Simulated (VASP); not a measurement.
# BeS: single point with r2SCAN

BeS:

```
Be S
1.0
     0.00000    2.45835    2.45835
     2.45835    0.00000    2.45835
     2.45835    2.45835    0.00000
Be S
1 1
Direct
  0.00000 0.00000 0.00000
  0.25000 0.25000 0.25000
```

This cell differs from its parent crystal: volume scaled by 1.03.

```
Program                : VASP 6.6.1
Task                   : single point
Functional             : r2SCAN
Potentials or basis    : VASP PAW PBE potentials, release 64 (Be, S)
Cutoff                 : 520 eV
k mesh                 : 8 × 8 × 8
Occupations            : gaussian, width 0.02 eV
Spin                   : no spin polarisation
Dipole correction      : no
Further INCAR settings : ALGO = Normal; EDIFF = 1e-07; NBANDS = 11
```

```yaml
Pressure: -2.5 GPa
Band_gap_on_the_k_mesh: 3.66 eV, indirect (least direct gap 6.23 eV)
```

Levels at points of the mesh, in eV from the valence-band top:
```
           k point  band 2  band 3  band 4  band 5  band 6  band 7
(0.00, 0.00, 0.00)    0.00    0.00    0.00    6.28    6.28    6.28
(0.50, 0.00, 0.00)   -5.69   -1.00   -1.00    5.95    7.15    7.15
(0.50, 0.50, 0.00)   -4.98   -2.57   -2.57    3.66    5.42   13.53
```

Wall time 76 s on 1 thread of Intel(R) Xeon(R) Platinum 8259CL CPU @ 2.50GHz (Skylake/Cascade Lake), on a shared host, peak memory 0.15 GiB.

Caveat: the PAW data sets were made with another functional, which shifts forces and pressure a little. A k mesh can miss the band edges.
